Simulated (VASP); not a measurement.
# Si2W (P6_222) in VASP: further runs

Runs on Si2W. Level: LDA. Tasks: single point.

Program: VASP 6.6.1. These are calculated values, not measurements. Logs are shortened: lines on timing, memory, paths and dates and some standing lists are left out, and cuts for length are marked.

## (1) The cell of the first run

It takes space group P6_222 (No. 180, hexagonal). Conventional cell: a = 4.593 Å, b = 4.593 Å, c = 6.450 Å, α = 90.00°, β = 90.00°, γ = 120.00°. Si (site symmetry 2) has 7 Si at 2.44 to 3.01 Å and 5 W at 2.56 to 2.76 Å within 3.2 Å. Within 3.4 Å of W (site symmetry 222) lie 10 Si at 2.56 to 2.76 Å and 4 W at 3.15 Å.

## (2) Single point, LDA (c/a of the conventional cell at fixed volume 1.4043)

INCAR reads:

```
SYSTEM = Si2W
PREC = Accurate
ENCUT = 520
EDIFF = 1E-6
ISMEAR = 0
SIGMA = 0.03
LREAL = .False.
LASPH = .True.
NELM = 100
ALGO = Normal
ISIF = 2
LWAVE = .False.
LCHARG = .False.
GGA = CA
NBANDS = 43
```

KPOINTS reads:

```
regular mesh
0
Gamma
  9 9 6
  0 0 0
```

POSCAR reads:

```
Si2W
1.0
    4.5927688295      0.0000000000      0.0000000000
   -2.2963844148      3.9774544801      0.0000000000
    0.0000000000      0.0000000000      6.4496252673
Si W
6 3
Direct
    0.8466874044      0.6933748088      0.5000000000
    0.1533125956      0.8466874044      0.8333333333
    0.6933748088      0.8466874044      0.1666666667
    0.1533125956      0.3066251912      0.5000000000
    0.8466874044      0.1533125956      0.8333333333
    0.3066251912      0.1533125956      0.1666666667
    0.0000000000      0.5000000000      0.1666666667
    0.5000000000      0.5000000000      0.8333333333
    0.5000000000      0.0000000000      0.5000000000
```

Potentials or basis: VASP PAW LDA potentials, release 64 (Si, W_sv).

Run with:

```sh
$ cat potpaw_LDA.64/Si/POTCAR potpaw_LDA.64/W_sv/POTCAR > POTCAR
$ mpirun -np 1 vasp_std > vasp.out
```

OUTCAR:

```text
SYSTEM = Si2W
   PREC = Accurate
   ENCUT = 520
   EDIFF = 1E-6
   ISMEAR = 0
   LREAL = .False.
   LASPH = .True.
   NELM = 100
   ISIF = 2
   GGA = CA

 ion  position               nearest neighbor table
   1  0.847  0.693  0.500-   4 2.44   2 2.47   3 2.47   8 2.56   7 2.56   9 2.60   9 2.60   9 2.76
                             4 2.76   4 2.76   6 3.01   5 3.01
   2  0.153  0.847  0.833-   5 2.44   1 2.47   6 2.47   9 2.56   7 2.56   8 2.60   8 2.60   8 2.76
                             5 2.76   5 2.76   4 3.01   3 3.01
   3  0.693  0.847  0.167-   6 2.44   1 2.47   5 2.47   9 2.56   8 2.56   7 2.60   7 2.60   7 2.76
                             6 2.76   6 2.76   4 3.01   2 3.01
   4  0.153  0.307  0.500-   1 2.44   5 2.47   6 2.47   8 2.56   7 2.56   9 2.60   9 2.60   9 2.76
                             1 2.76   1 2.76   3 3.01   2 3.01
   5  0.847  0.153  0.833-   2 2.44   4 2.47   3 2.47   9 2.56   7 2.56   8 2.60   8 2.60   8 2.76
                             2 2.76   2 2.76   1 3.01   6 3.01
   6  0.307  0.153  0.167-   3 2.44   4 2.47   2 2.47   9 2.56   8 2.56   7 2.60   7 2.60   7 2.76
                             3 2.76   3 2.76   1 3.01   5 3.01
   7  0.000  0.500  0.167-   1 2.56   4 2.56   2 2.56   5 2.56   3 2.60   6 2.60   6 2.60   3 2.60
                             3 2.76   6 2.76   9 3.15   9 3.15   8 3.15   8 3.15
   8  0.500  0.500  0.833-   1 2.56   4 2.56   3 2.56   6 2.56   2 2.60   5 2.60   2 2.60   5 2.60
                             5 2.76   2 2.76   9 3.15   9 3.15   7 3.15   7 3.15
   9  0.500  0.000  0.500-   2 2.56   5 2.56   3 2.56   6 2.56   4 2.60   1 2.60   4 2.60   1 2.60
                             4 2.76   1 2.76   7 3.15   7 3.15   8 3.15   8 3.15

  LATTYP: Found a hexagonal cell.
 ALAT       =     4.5927688295
 C/A-ratio  =     1.4043000000

  Lattice vectors:

 A1 = (   4.5927688295,   0.0000000000,   0.0000000000)
 A2 = (  -2.2963844148,   3.9774544801,   0.0000000000)
 A3 = (   0.0000000000,   0.0000000000,   6.4496252673)

Analysis of symmetry for initial positions (statically):
=====================================================================
 Subroutine PRICEL returns:
 Original cell was already a primitive cell.

 Routine SETGRP: Setting up the symmetry group for a
 hexagonal supercell.

 Subroutine GETGRP returns: Found 12 space group operations
 (whereof  4 operations were pure point group operations)
 out of a pool of 24 trial point group operations.

The static configuration has the point symmetry D_2 .
 The point group associated with its full space group is D_6 .

Analysis of symmetry for dynamics (positions and initial velocities):
=====================================================================
 Subroutine PRICEL returns:
 Original cell was already a primitive cell.

 Routine SETGRP: Setting up the symmetry group for a
 hexagonal supercell.

 Subroutine GETGRP returns: Found 12 space group operations
 (whereof  4 operations were pure point group operations)
 out of a pool of 24 trial point group operations.

The dynamic configuration has the point symmetry D_2 .
 The point group associated with its full space group is D_6 .

 Subroutine INISYM returns: Found 12 space group operations
 (whereof  4 operations are pure point group operations),
 and found     1 'primitive' translations

----------------------------------------------------------------------------------------

                                     Primitive cell

  volume of cell :     117.8187

  direct lattice vectors                    reciprocal lattice vectors
     4.592768829  0.000000000  0.000000000     0.217733580  0.125708541  0.000000000
    -2.296384415  3.977454480  0.000000000     0.000000000  0.251417082  0.000000000
     0.000000000  0.000000000  6.449625267     0.000000000  0.000000000  0.155047768

  length of vectors
     4.592768829  4.592768830  6.449625267     0.251417082  0.251417082  0.155047768

  position of ions in fractional coordinates (direct lattice)
     0.846687404  0.693374809  0.500000000
     0.153312596  0.846687404  0.833333333
     0.693374809  0.846687404  0.166666667
     0.153312596  0.306625191  0.500000000
     0.846687404  0.153312596  0.833333333
     0.306625191  0.153312596  0.166666667
     0.000000000  0.500000000  0.166666667
     0.500000000  0.500000000  0.833333333
     0.500000000  0.000000000  0.500000000

  ion indices of the primitive-cell ions
   primitive index   ion index
                 1           1
                 2           2
                 3           3
                 4           4
                 5           5
                 6           6
                 7           7
                 8           8
                 9           9

----------------------------------------------------------------------------------------

 KPOINTS: regular mesh

Automatic generation of k-mesh.
 Grid dimensions read from file:
 generate k-points for:    9    9    6

 Generating k-lattice:

  Cartesian coordinates                     Fractional coordinates (reciprocal lattice)
     0.024192620  0.013967616  0.000000000     0.111111111  0.000000000  0.000000000
     0.000000000  0.027935231  0.000000000     0.000000000  0.111111111  0.000000000
     0.000000000  0.000000000  0.025841295     0.000000000  0.000000000  0.166666667

  Length of vectors
     0.027935231  0.027935231  0.025841295

  Shift w.r.t. Gamma in fractional coordinates (k-lattice)
     0.000000000  0.000000000  0.000000000

 Subroutine IBZKPT returns following result:
 ===========================================

 Found     48 irreducible k-points:

 Following reciprocal coordinates:
            Coordinates               Weight
  0.000000  0.000000  0.000000      1.000000
  0.111111  0.000000  0.000000      6.000000
  0.222222  0.000000  0.000000      6.000000
  0.333333  0.000000  0.000000      6.000000
  0.444444  0.000000  0.000000      6.000000
  0.111111  0.111111  0.000000      6.000000
[... 16 lines left out ...]
  0.333333  0.222222  0.166667     24.000000
  0.333333  0.333333  0.166667      4.000000
 [... further k-points ...]
   k-points           NKPTS =     48   k-points in BZ     NKDIM =     48   number of bands    NBANDS=     43
   number of dos      NEDOS =    301   number of ions     NIONS =      9
   total plane-waves  NPLWV =  62208
   dimension x,y,z NGX =    36 NGY =   36 NGZ =   48
   dimension x,y,z NGXF=    72 NGYF=   72 NGZF=   96
   ions per type =               6   3
   NGX,Y,Z   is equivalent  to a cutoff of  13.03, 13.03, 12.37 a.u.
   NGXF,Y,Z  is equivalent  to a cutoff of  26.06, 26.06, 24.75 a.u.
 SYSTEM =  Si2W
   PREC   = accura    normal or accurate (medium, high low for compatibility)
   ISTART =      0    job   : 0-new  1-cont  2-samecut
   ICHARG =      2    charge: 1-file 2-atom 10-const
   ISPIN  =      1    spin polarized calculation?
   LNONCOLLINEAR =      F non collinear calculations
   LSORBIT =      F    spin-orbit coupling
   LASPH  =      T    aspherical Exc in radial PAW
   ENCUT  =  520.0 eV  38.22 Ry    6.18 a.u.   8.54  8.54 11.99*2*pi/ulx,y,z
   NELM   =    100;   NELMIN=  2; NELMDL= -5     # of ELM steps
   EDIFF  = 0.1E-05   stopping-criterion for ELM
   LREAL  =      F    real-space projection
   EDIFFG = 0.1E-04   stopping-criterion for IOM
   NSW    =      0    number of steps for IOM
   IBRION =     -1    ionic relax: 0-MD 1-quasi-New 2-CG
   NFREE  =      0    steps in history (QN), initial steepest desc. (CG)
   ISIF   =      2    stress and relaxation
   ISYM   =      2    0-nonsym 1-usesym 2-fastsym
   POTIM  = 0.5000    time-step for ionic-motion
   TEBEG  =    0.0;   TEEND  =   0.0 temperature during run
   PSTRESS=    0.0 pullay stress
   NELECT =      66.0000    total number of electrons
   NUPDOWN=      -1.0000    fix difference up-down
   EMIN   =  10.00;   EMAX   =-10.00  energy-range for DOS
   EFERMI =   0.00;   METHOD = LEGACY
   ISMEAR =     0;   SIGMA  =   0.03  broadening in eV -4-tet -1-fermi 0-gaus
   EFERMI_NEDOS =   21; number of points for ismear=-14 and -15
   IALGO  =     38    algorithm
   IMIX   =      4    mixing-type and parameters
     AMIX     =   0.40;   BMIX     =  1.00
     AMIX_MAG =   1.60;   BMIX_MAG =  1.00
  volume/ion in A,a.u.               =      13.09        88.34
  Fermi-wavevector in a.u.,A,eV,Ry     =   1.349537  2.550255 24.779603  1.821249
  Thomas-Fermi vector in A             =   2.477115
   LORBIT       =      0    0 simple, 1 ext, 2 COOP (PROOUT), +10 PAW based schemes
   GGA     = CA    functional components
   LHFCALC =     F    Hartree Fock is set to
   AEXX    =    0.0000 exact exchange contribution
   IVDW    =     0    specifies the selected vdW correction
   LEPSILON=     F    determine dielectric tensor
   LRPA    =     F    only Hartree local field effects (RPA)
 non-spin polarized calculation
 Gauss-broadening in eV      SIGMA  =   0.03
  energy-cutoff  :      520.00
  volume of cell :      117.82
 maximum number of plane-waves:      3204
 NGX is ok and might be reduce to    36
   NGX = 17   NGY = 17   NGZ = 23

 number of electron      66.0000000 magnetization

 Free energy of the ion-electron system (eV)
  ---------------------------------------------------
  ext. energy  EPLUGINS =         0.00000000
  ---------------------------------------------------
  free energy    TOTEN  =       -81.06696410 eV

  energy without entropy =      -81.06680758  energy(sigma->0) =      -81.06688584

 E-fermi :  12.9431     XC(G=0): -12.7797

 val. band max:       12.9244066717   @ k =   0.0000   0.0000   0.3333
 cond. band min:      12.9722173638   @ k =   0.4444   0.0000   0.5000
 fundamental gap:      0.0478106921
 Fermi energy:        12.9431247222

 k-point     1 :       0.0000    0.0000    0.0000
  band No.  band energies     occupation
      1     -60.9397      2.00000
      2     -60.9240      2.00000
      3     -60.9240      2.00000
      4     -25.6484      2.00000
      5     -25.6484      2.00000
      6     -25.5629      2.00000
[... 35 lines left out ...]
     42      15.8279      0.00000
     43      15.9594      0.00000
[... 1017 lines left out ...]
      3     -60.9243      2.00000
      4     -25.6592      2.00000
      5     -25.6471      2.00000
      6     -25.6239      2.00000
[... 35 lines left out ...]
     42      16.1877      0.00000
     43      16.3286      0.00000

 [... further k-points ...]
[... 5 lines left out ...]
  --------------------------------------------------------------------------------------
  -------------------------------------------------------------------------------------
  Total        0.0824989      0.0824989      3.8675870     -0.0000000     -0.0000000      0.0000000
  in kB        1.1218745      1.1218745     52.5940227     -0.0000000     -0.0000000      0.0000000
  external PRESSURE =      18.2792572 kB  Pullay stress =       0.0000000 kB

 VOLUME and BASIS-vectors are now :
 -----------------------------------------------------------------------------
  energy-cutoff  :      520.00
  volume of cell :      117.82
      direct lattice vectors                 reciprocal lattice vectors
     4.592768829  0.000000000  0.000000000     0.217733580  0.125708541  0.000000000
    -2.296384415  3.977454480  0.000000000     0.000000000  0.251417082  0.000000000
     0.000000000  0.000000000  6.449625267     0.000000000  0.000000000  0.155047768

 POSITION                                       TOTAL-FORCE (eV/Angst)
 -----------------------------------------------------------------------------------
      2.29638      2.75787      3.22481         0.000000     -1.530033      0.000000
     -1.24019      3.36766      5.37469         1.325048     -0.765017      0.000000
      1.24019      3.36766      1.07494        -1.325048     -0.765017      0.000000
     -0.00000      1.21959      3.22481        -0.000000      1.530033      0.000000
      3.53657      0.60979      5.37469        -1.325048      0.765017     -0.000000
      1.05619      0.60979      1.07494         1.325048      0.765017     -0.000000
     -1.14819      1.98873      1.07494         0.000000     -0.000000      0.000000
      1.14819      1.98873      5.37469         0.000000      0.000000     -0.000000
      2.29638      0.00000      3.22481        -0.000000      0.000000     -0.000000
 -----------------------------------------------------------------------------------
    total drift:                               -0.000000      0.000000      0.000000

  FREE ENERGIE OF THE ION-ELECTRON SYSTEM (eV)
  ---------------------------------------------------
  free  energy   TOTEN  =       -81.0669641009 eV

  energy  without entropy=      -81.0668075835  energy(sigma->0) =      -81.06688584
```

Run time: 3.9 min. Hardware: 1 thread of Intel Xeon 6975P-C, shared host; peak memory 0.31 GiB.

Results:

- Free energy: -81.0670 eV
- Pressure: 1.8 GPa
- Largest force: 1.530 eV/Å
- Band gap on the k mesh: zero (band 33 reaches 12.97 eV, above the bottom of band 34 at 12.86 eV)

Forces on the atoms (eV/Å):
```
Si   0.000 -1.530  0.000
Si   1.325 -0.765  0.000
Si  -1.325 -0.765  0.000
Si   0.000  1.530  0.000
Si  -1.325  0.765  0.000
Si   1.325  0.765  0.000
W    0.000  0.000  0.000
W    0.000  0.000  0.000
W    0.000  0.000  0.000
```

Levels at points of the mesh, in eV from the Fermi level:
```
           k point  band 30  band 31  band 32  band 33  band 34  band 35  band 36  band 37
(0.00, 0.00, 0.00)    -3.41    -3.41    -2.22    -0.70     1.75     1.75     2.24     2.45
(0.00, 0.00, 0.50)    -2.59    -2.59    -0.47    -0.47     1.95     1.95     2.33     2.35
```

Caveat: spin-orbit coupling is left out, which moves the levels of the heavy elements; forces of over 1 eV/Å act on the atoms, so gaps and moduli don't describe the material at rest.

## (3) Single point, LDA (c/a of the conventional cell at fixed volume 1.3274)

INCAR reads:

```
PREC = Accurate ; ENCUT = 520
EDIFF = 1E-6 ; ISMEAR = 0
SIGMA = 0.03 ; LREAL = F
LASPH = T ; NELM = 100
ALGO = Normal ; ISIF = 2
LWAVE = F ; LCHARG = F
GGA = CA ; NBANDS = 43
```

KPOINTS reads:

```
regular mesh
0
Gamma
  9 9 6
```

POSCAR reads:

```
Si2W
1.0
    4.6797998650      0.0000000000      0.0000000000
   -2.3398999325      4.0528255677      0.0000000000
    0.0000000000      0.0000000000      6.2119663407
Si W
6 3
Direct
    0.8678328536      0.7356657073      0.5000000000
    0.1321671464      0.8678328536      0.8333333333
    0.7356657073      0.8678328536      0.1666666667
    0.1321671464      0.2643342927      0.5000000000
    0.8678328536      0.1321671464      0.8333333333
    0.2643342927      0.1321671464      0.1666666667
    0.0000000000      0.5000000000      0.1666666667
    0.5000000000      0.5000000000      0.8333333333
    0.5000000000      0.0000000000      0.5000000000
```

Potentials or basis: VASP PAW LDA potentials, release 64 (Si, W_sv).

Run with:

```sh
$ cat potpaw_LDA.64/Si/POTCAR potpaw_LDA.64/W_sv/POTCAR > POTCAR
$ mpirun -np 1 vasp_std > vasp.out
```

Run time: 3.9 min. Hardware: 1 thread of Intel Xeon 6975P-C, shared host; peak memory 0.31 GiB.

Results (log left out):

```yaml
Free_energy: -77.3269 eV
Pressure: 13.2 GPa
Largest_force: 5.766 eV/Å
Band_gap_on_the_k_mesh: zero (band 33 reaches 13.25 eV, above the bottom of band 34 at 12.27 eV)
```

Forces on the atoms (eV/Å):
```
Si   0.000 -5.766  0.000
Si   4.993 -2.883  0.000
Si  -4.993 -2.883  0.000
Si   0.000  5.766  0.000
Si  -4.993  2.883  0.000
Si   4.993  2.883  0.000
W    0.000  0.000  0.000
W    0.000  0.000  0.000
W    0.000  0.000  0.000
```

Stress tensor (GPa, compression positive):
```
10.27  0.00  0.00
 0.00 10.27  0.00
 0.00  0.00 19.14
```

Levels at points of the mesh, in eV from the Fermi level:
```
           k point  band 31  band 32  band 33  band 34  band 35  band 36
(0.00, 0.00, 0.00)    -2.72    -1.20     0.09     0.86     0.86     1.49
(0.00, 0.00, 0.50)    -1.97     0.15     0.15     1.59     1.59     1.76
```

Caveat: spin-orbit coupling is left out, which moves the levels of the heavy elements; forces of over 1 eV/Å act on the atoms, so gaps and moduli don't describe the material at rest.

## (4) Single point, LDA (c/a of the conventional cell at fixed volume 1.3274)

INCAR reads:

```
ALGO     = Normal         # electronic algorithm
EDIFF    = 1E-6           # SCF threshold, eV
ENCUT    = 520            # plane-wave cutoff, eV
ISIF     = 2              # what is computed and relaxed
ISMEAR   = 0              # smearing method
LASPH    = T              # aspherical terms in the spheres
LCHARG   = F              # write CHGCAR
LREAL    = F              # projectors in reciprocal space
LWAVE    = F              # write WAVECAR
NBANDS   = 43             # bands
NELM     = 100            # most SCF steps
PREC     = Accurate       # precision mode
SIGMA    = 0.03           # smearing width, eV
```

KPOINTS reads:

```
k-points
0
Gamma
  9 9 6
```

POSCAR reads:

```
Si2W
1.0
    4.6797998650      0.0000000000      0.0000000000
   -2.3398999325      4.0528255677      0.0000000000
    0.0000000000      0.0000000000      6.2119663407
Si W
6 3
Direct
    0.8466874044      0.6933748088      0.5000000000
    0.1533125956      0.8466874044      0.8333333333
    0.6933748088      0.8466874044      0.1666666667
    0.1533125956      0.3066251912      0.5000000000
    0.8466874044      0.1533125956      0.8333333333
    0.3066251912      0.1533125956      0.1666666667
    0.0000000000      0.5000000000      0.1666666667
    0.5000000000      0.5000000000      0.8333333333
    0.5000000000      0.0000000000      0.5000000000
```

Run with:

```sh
$ cat potpaw_LDA.64/Si/POTCAR potpaw_LDA.64/W_sv/POTCAR > POTCAR
$ mpirun -np 1 vasp_std > vasp.out
```

Run time: 3.9 min. Hardware: 1 thread of Intel Xeon 6975P-C, shared host; peak memory 0.31 GiB.

The run converged. Its results:

* Free energy: -80.6890 eV
* Pressure: 3.9 GPa
* Largest force: 1.298 eV/Å
* Band gap on the k mesh: zero (band 33 reaches 13.14 eV, above the bottom of band 34 at 13.04 eV)

Forces on the atoms (eV/Å):
```
Si   0.000 -1.298  0.000
Si   1.124 -0.649  0.000
Si  -1.124 -0.649  0.000
Si   0.000  1.298  0.000
Si  -1.124  0.649  0.000
Si   1.124  0.649  0.000
W    0.000  0.000  0.000
W    0.000  0.000  0.000
W    0.000  0.000  0.000
```

Stress tensor (GPa, compression positive):
```
-3.59  0.00  0.00
 0.00 -3.59  0.00
 0.00  0.00 18.95
```

Levels at points of the mesh, in eV from the Fermi level:
```tsv
k point	band 31	band 32	band 33	band 34	band 35	band 36
(0.00, 0.00, 0.00)	-3.58	-2.52	-0.59	1.55	1.55	2.00
(0.00, 0.00, 0.50)	-2.97	-0.21	-0.21	2.03	2.03	2.21
```

Caveat: spin-orbit coupling is left out, which moves the levels of the heavy elements; forces of over 1 eV/Å act on the atoms, so gaps and moduli don't describe the material at rest.

(Continued in part 2 of 2.)
